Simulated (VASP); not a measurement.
MnNi3, 4 atoms in the cell. Symmetry: Pm-3m, No. 221, cubic system. Conventional cell: a = 3.593 Å, b = 3.593 Å, c = 3.593 Å, α = 90.00°, β = 90.00°, γ = 90.00°. Within 3.4 Å of Mn (site symmetry m-3m) lie 12 Ni at 2.54 Å. Within 3.4 Å of Ni (site symmetry 4/mmm) lie 4 Mn at 2.54 Å and 8 Ni at 2.54 Å. 

* Program: VASP 6.6.1
* Task: relaxation of cell and atoms
* Functional: PBEsol
* Potentials or basis: VASP PAW PBE potentials, release 64 (Mn_pv, Ni)
* Cutoff: 600 eV
* k mesh: 7 × 7 × 7
* Occupations: fermi-dirac, width 0.1 eV
* Spin: collinear spin, ferromagnetic start
* Starting moments: [5.2, 2.0, 2.0, 2.0] μB
* Dipole correction: no
* Further INCAR settings: ALGO = Normal; EDIFF = 1e-06; IBRION = 2; EDIFFG = -0.01; NSW = 100; ISIF = 3

Potentials or basis: VASP PAW PBE potentials, release 64 (Mn_pv, Ni).

The run is started by

```console
$ cat potpaw_PBE.64/Mn_pv/POTCAR potpaw_PBE.64/Ni/POTCAR > POTCAR
$ mpirun -np 1 vasp_std > vasp.out
```

Hardware: 1 thread of Intel(R) Xeon(R) 6975P-C (Granite Rapids), with other jobs on the host.

**Question.** Estimate the wall time of this run.

**Answer.** It took 2.6 min on 1 thread of Intel(R) Xeon(R) 6975P-C (Granite Rapids), with other jobs on the host, peak memory 0.21 GiB. Counts: scf iterations 40, k points 20, ion steps 3.
